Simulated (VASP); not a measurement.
VCuSi3:

```xyz
5
Lattice="3.5571 0.0000 0.0000 0.0000 3.5571 0.0000 0.0000 0.0000 6.0216" Properties=species:S:1:pos:R:3 pbc="T T T"
V     0.0000    0.0000    0.3973
Si    1.7786    1.7786    0.1295
Si    0.0000    1.7786    2.2064
Si    1.7786    0.0000    2.2064
Cu    1.7786    1.7786    3.8520
```

| Property | Result |
| --- | --- |
| Program | VASP 6.6.1 |
| Task | relaxation of cell and atoms |
| Functional | PBE |
| Potentials or basis | VASP PAW PBE potentials, release 64 (V_sv, Si, Cu) |
| Cutoff | 600 eV |
| k mesh | 6 × 6 × 4 |
| Occupations | gaussian, width 0.1 eV |
| Spin | no spin polarisation |

At the start: pressure 0.2 GPa; volume 15.24 Å³/atom.

Where does the relaxation end?

Over 22 steps the energy falls by 18.1 meV/atom and the volume is 15.75 Å³/atom (+3.4 %); space group P4mm (No. 99, to 0.1 Å) before and after.

Step by step:
```csv
step,energy change (eV),largest force (eV/Å),pressure (GPa),volume (Å³)
1,0.0000,0.2301,0.20,76.19
2,-0.0039,0.1521,-0.15,76.40
3,-0.0054,0.2254,-0.52,76.64
4,-0.0082,0.1985,-0.03,76.40
5,-0.0102,0.1492,0.86,75.99
6,-0.0124,0.1403,0.82,76.11
7,-0.0195,0.1171,0.70,76.48
8,-0.0355,0.0907,0.44,77.22
9,-0.0642,0.2803,-0.08,78.65
10,0.0925,1.7095,-0.56,81.41
11,-0.0641,0.4923,-0.04,78.96
12,-0.0657,0.5120,-0.10,79.07
13,-0.0681,0.5790,-0.28,79.39
14,-0.0705,0.5434,-0.29,79.37
15,-0.0771,0.4387,-0.29,79.31
16,-0.0860,0.2332,-0.27,79.19
17,-0.0869,0.1796,-0.09,78.94
18,-0.0893,0.1366,-0.17,79.06
19,-0.0897,0.1141,-0.12,79.00
20,-0.0903,0.0587,0.04,78.87
21,-0.0900,0.0562,0.37,78.59
22,-0.0904,0.0210,0.14,78.77
```

Final structure:
```
V Si Cu
1.0
     3.45541    0.00000    0.00000
     0.00000    3.45541    0.00000
     0.00000    0.00000    6.59765
V Si Cu
1 3 1
Direct
  0.00000 0.00000 0.09673
  0.50000 0.50000 0.98231
  0.00000 0.50000 0.37520
  0.50000 0.00000 0.37520
  0.50000 0.50000 0.63055
```
